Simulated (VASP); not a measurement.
Set up this calculation in VASP 6.6.1, as the native input.

```yaml
Task: relaxation of cell and atoms
Functional: PBE
Potentials_or_basis: VASP PAW PBE potentials, release 64 (Li_sv, C, F)
Cutoff: 600 eV
k_mesh: 10 × 10 × 8
Occupations: gaussian, width 0.1 eV
Spin: no spin polarisation
Dipole_correction: no
Further_INCAR_settings: ALGO = Normal; EDIFF = 1e-07; IBRION = 2; EDIFFG = -0.01; NSW = 100; ISIF = 3
```

The structure of Li4CF lies in POSCAR:

```
Li4CF
1.0
    3.4978713500      0.0000000000      0.0000000000
    0.0000000000      3.4978713500      0.0000000000
    0.0000000000      0.0000000000      4.9467371100
Li C F
4 1 1
Direct
    0.5000000000      0.0000000000      0.2500000000
    0.0000000000      0.5000000000      0.7500000000
    0.5000000000      0.0000000000      0.7500000000
    0.0000000000      0.5000000000      0.2500000000
    0.0000000000      0.0000000000      0.0000000000
    0.5000000000      0.5000000000      0.5000000000
```

One way to write it, as run:

INCAR

```
SYSTEM = Li4CF
  PREC = Accurate
  ENCUT = 600
  EDIFF = 1E-7
  ISMEAR = 0
  SIGMA = 0.1
  LREAL = .FALSE.
  LASPH = .TRUE.
  NELM = 100
  ALGO = Normal
  ISIF = 3
  LWAVE = .FALSE.
  LCHARG = .FALSE.
  GGA = PE
  IBRION = 2
  NSW = 100
  EDIFFG = -0.01
```

KPOINTS

```
regular mesh
0
G
  10 10 8
  0 0 0
```

Potentials or basis: VASP PAW PBE potentials, release 64 (Li_sv, C, F).

Command:

```console
$ cat potpaw_PBE.64/Li_sv/POTCAR potpaw_PBE.64/C/POTCAR potpaw_PBE.64/F/POTCAR > POTCAR
$ mpirun -np 1 vasp_std > vasp.out
```

Results of the run:

```
Relaxed volume                         : 10.62 Å³/atom
Relaxed cell                           : a = 3.525 Å, b = 3.525 Å, c = 5.128 Å, α = 90.00°, β = 90.00°, γ = 90.00°
Space group after relaxing (to 0.05 Å) : P4/mmm (No. 123)
Energy gained by relaxing              : 9.7 meV/atom
Ionic steps                            : 8
Pressure after relaxing                : 0.0 GPa
Largest force after relaxing           : 0.005 eV/Å
```

Caveat: the cutoff is under 1.25 times the usual one of these potentials, so pressure, stress and relaxed cells hold a basis-set (Pulay) error; an odd number of electrons without spin polarisation forces a metal; a magnetic or distorted state may lie lower.

Run time: 12 min on 1 thread of AMD EPYC 7R43 64-Core Processor (Zen 3) (shared host), peak memory 0.23 GiB.
